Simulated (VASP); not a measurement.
# GaGe3 (Fm-3m) in VASP: notebook, part 2 of 2

VASP 6.6.1. Earlier steps stand in the parts before.

**3. Relaxation of cell and atoms, PBEsol**

This run uses another cell than the first one, of 19.43 Å³/atom.

INCAR

```
  PREC = Accurate
  ENCUT = 600
  EDIFF = 1E-6
  ISMEAR = -1
  SIGMA = 0.05
  LREAL = False
  LASPH = True
  NELM = 100
  ALGO = Normal
  ISIF = 3
  LWAVE = False
  LCHARG = False
  GGA = PS
  IBRION = 2
  NSW = 60
  EDIFFG = -0.01
```

KPOINTS

```
regular mesh
0
Gamma
  7 7 7
```

POSCAR

```
GaGe3
1.0
    0.0000000000      3.3871670000      3.3871670000
    3.3871670000      0.0000000000      3.3871670000
    3.3871670000      3.3871670000      0.0000000000
Ge Ga
3 1
Direct
    0.5000000000      0.5000000000      0.5000000000
    0.7500000000      0.7500000000      0.7500000000
    0.2500000000      0.2500000000      0.2500000000
    0.0000000000      0.0000000000      0.0000000000
```

Potentials or basis: VASP PAW PBE potentials, release 64 (Ge_d, Ga_d).

On the command line:

```sh
$ cat potpaw_PBE.64/Ge_d/POTCAR potpaw_PBE.64/Ga_d/POTCAR > POTCAR
$ mpirun -np 1 vasp_std > vasp.out
```

OUTCAR:

```text
PREC = Accurate
   ENCUT = 600
   EDIFF = 1E-6
   ISMEAR = -1
   LREAL = False
   LASPH = True
   NELM = 100
   ISIF = 3
   GGA = PS
   IBRION = 2
   NSW = 60
   EDIFFG = -0.01

 ion  position               nearest neighbor table
   1  0.500  0.500  0.500-
   2  0.750  0.750  0.750-
   3  0.250  0.250  0.250-
   4  0.000  0.000  0.000-

  LATTYP: Found a face centered cubic cell.
 ALAT       =     6.7743340000

  Lattice vectors:

 A1 = (   0.0000000000,   3.3871670000,   3.3871670000)
 A2 = (   3.3871670000,   0.0000000000,   3.3871670000)
 A3 = (   3.3871670000,   3.3871670000,   0.0000000000)

Analysis of symmetry for initial positions (statically):
=====================================================================
 Subroutine PRICEL returns:
 Original cell was already a primitive cell.

 Routine SETGRP: Setting up the symmetry group for a
 face centered cubic supercell.

 Subroutine GETGRP returns: Found 48 space group operations
 (whereof 48 operations were pure point group operations)
 out of a pool of 48 trial point group operations.

The static configuration has the point symmetry O_h .

Analysis of symmetry for dynamics (positions and initial velocities):
=====================================================================
 Subroutine PRICEL returns:
 Original cell was already a primitive cell.

 Routine SETGRP: Setting up the symmetry group for a
 face centered cubic supercell.

 Subroutine GETGRP returns: Found 48 space group operations
 (whereof 48 operations were pure point group operations)
 out of a pool of 48 trial point group operations.

The dynamic configuration has the point symmetry O_h .

 Subroutine INISYM returns: Found 48 space group operations
 (whereof 48 operations are pure point group operations),
 and found     1 'primitive' translations

[... 100 lines left out ...]
   ISYM   =      2    0-nonsym 1-usesym 2-fastsym
   POTIM  = 0.5000    time-step for ionic-motion
   TEBEG  =    0.0;   TEEND  =   0.0 temperature during run
   PSTRESS=    0.0 pullay stress
   NELECT =      55.0000    total number of electrons
   NUPDOWN=      -1.0000    fix difference up-down
   EMIN   =  10.00;   EMAX   =-10.00  energy-range for DOS
   EFERMI =   0.00;   METHOD = LEGACY
   ISMEAR =    -1;   SIGMA  =   0.05  broadening in eV -4-tet -1-fermi 0-gaus
   EFERMI_NEDOS =   21; number of points for ismear=-14 and -15
   IALGO  =     38    algorithm
   IMIX   =      4    mixing-type and parameters
     AMIX     =   0.40;   BMIX     =  1.00
     AMIX_MAG =   1.60;   BMIX_MAG =  1.00
  volume/ion in A,a.u.               =      19.43       131.12
  Fermi-wavevector in a.u.,A,eV,Ry     =   1.458867  2.756859 28.957195  2.128294
  Thomas-Fermi vector in A             =   2.575501
   LORBIT       =      0    0 simple, 1 ext, 2 COOP (PROOUT), +10 PAW based schemes
   GGA     = PS    functional components
   LHFCALC =     F    Hartree Fock is set to
   AEXX    =    0.0000 exact exchange contribution
   IVDW    =     0    specifies the selected vdW correction
   LEPSILON=     F    determine dielectric tensor
   LRPA    =     F    only Hartree local field effects (RPA)
 conjugate gradient relaxation of ions
 non-spin polarized calculation
  energy-cutoff  :      600.00
  volume of cell :       77.72
 maximum number of plane-waves:      2637
 NGX is ok and might be reduce to    40
   NGX = 19   NGY = 19   NGZ = 19

--------------------------------------- Ionic step        1  -------------------------------------------

 number of electron      55.0000036 magnetization

 Free energy of the ion-electron system (eV)
  ---------------------------------------------------
  ext. energy  EPLUGINS =         0.00000000
  ---------------------------------------------------
  free energy    TOTEN  =       -17.33199589 eV

  energy without entropy =      -17.32254262  energy(sigma->0) =      -17.32726925

------------------------ aborting loop because EDIFF is reached ----------------------------------------

  FORCE on cell =-STRESS in cart. coord.  units (eV):
  Direction    XX          YY          ZZ          XY          YZ          ZX
  --------------------------------------------------------------------------------------
  -------------------------------------------------------------------------------------
  Total       -1.9456803     -1.9456803     -1.9456803      0.0000000     -0.0000000     -0.0000000
  in kB      -40.1090375    -40.1090375    -40.1090375      0.0000000     -0.0000000     -0.0000000
  external PRESSURE =     -40.1090375 kB  Pullay stress =       0.0000000 kB
[... 101 lines left out ...]
--------------------------------------- Ionic step        4  -------------------------------------------

 number of electron      54.9999973 magnetization

 Free energy of the ion-electron system (eV)
  ---------------------------------------------------
  ext. energy  EPLUGINS =         0.00000000
  ---------------------------------------------------
  free energy    TOTEN  =       -17.39025822 eV

  energy without entropy =      -17.38192446  energy(sigma->0) =      -17.38609134

 E-fermi :   6.5420     XC(G=0): -11.5128

 val. band max:        6.4357425830   @ k =  -0.4286   0.1429   0.0000
 cond. band min:       6.6306453745   @ k =   0.2857   0.1429   0.0000
 fundamental gap:      0.1949027916
 Fermi energy:         6.5419908348

 k-point     1 :       0.0000    0.0000    0.0000
  band No.  band energies     occupation
      1     -18.0355      2.00000
      2     -18.0355      2.00000
      3     -18.0276      2.00000
      4     -18.0276      2.00000
      5     -18.0276      2.00000
      6     -18.0029      2.00000
[... 740 lines left out ...]
  FREE ENERGIE OF THE ION-ELECTRON SYSTEM (eV)
  ---------------------------------------------------
  free  energy   TOTEN  =       -17.3902582230 eV

  energy  without entropy=      -17.3819244640  energy(sigma->0) =      -17.38609134

 reached required accuracy - stopping structural energy minimisation
```

OSZICAR:

```text
N       E                     dE             d eps       ncg     rms          rms(c)
DAV:   1     0.450040903310E+03    0.45004E+03   -0.30232E+04  1536   0.482E+03
[... 35 lines left out ...]
DAV:   1    -0.173938497356E+02   -0.35120E-02   -0.52913E-02  1701   0.355E+00    0.351E-01
DAV:   2    -0.173911448067E+02    0.27049E-02   -0.43874E-03  1693   0.101E+00    0.174E-01
DAV:   3    -0.173903206280E+02    0.82418E-03   -0.14462E-03  1763   0.555E-01    0.340E-02
DAV:   4    -0.173902654261E+02    0.55202E-04   -0.10557E-04  1533   0.303E-01    0.146E-02
DAV:   5    -0.173902578862E+02    0.75399E-05   -0.22412E-05  1563   0.151E-01    0.613E-03
DAV:   6    -0.173902583827E+02   -0.49653E-06   -0.11181E-05  1115   0.507E-02    0.238E-03
DAV:   7    -0.173902582230E+02    0.15968E-06   -0.93596E-07   674   0.328E-02
   4 F= -.17390258E+02 E0= -.17386091E+02  d E =-.582623E-01
```

It took 3.2 min on 1 thread of Intel Xeon Platinum 8375C at 2.90GHz (Ice Lake), shared host; peak memory 0.28 GiB.

Results:

- Free energy: -17.3903 eV
- Relaxed volume: 18.33 Å³/atom
- Relaxed cell: a = 4.698 Å, b = 4.698 Å, c = 4.698 Å, α = 60.00°, β = 60.00°, γ = 60.00°
- Space group after relaxing (to 0.1 Å): Fm-3m (No. 225)
- Energy gained by relaxing: 14.6 meV/atom
- Ionic steps: 4
- Pressure after relaxing: 0.0 GPa
- Band gap on the k mesh: zero (an odd number of electrons rules out a gap without spin polarisation)

Step by step:
```tsv
step	energy change (eV)	largest force (eV/Å)	pressure (GPa)	volume (Å³)
1	0.0000	0.0000	-4.01	77.72
2	-0.0563	0.0000	0.75	72.38
3	-0.0583	0.0000	0.18	73.16
4	-0.0583	0.0000	-0.03	73.34
```

Final structure:
```yaml
crystal:
  lattice:
    - [0.00000, 3.32226, 3.32226]
    - [3.32226, 0.00000, 3.32226]
    - [3.32226, 3.32226, 0.00000]
  atoms:
    - { symbol: Ge, position: [0.50000, 0.50000, 0.50000] }
    - { symbol: Ge, position: [0.75000, 0.75000, 0.75000] }
    - { symbol: Ge, position: [0.25000, 0.25000, 0.25000] }
    - { symbol: Ga, position: [0.00000, 0.00000, 0.00000] }
```

Caveat: the PAW data sets were made with another functional, which shifts forces and pressure a little.
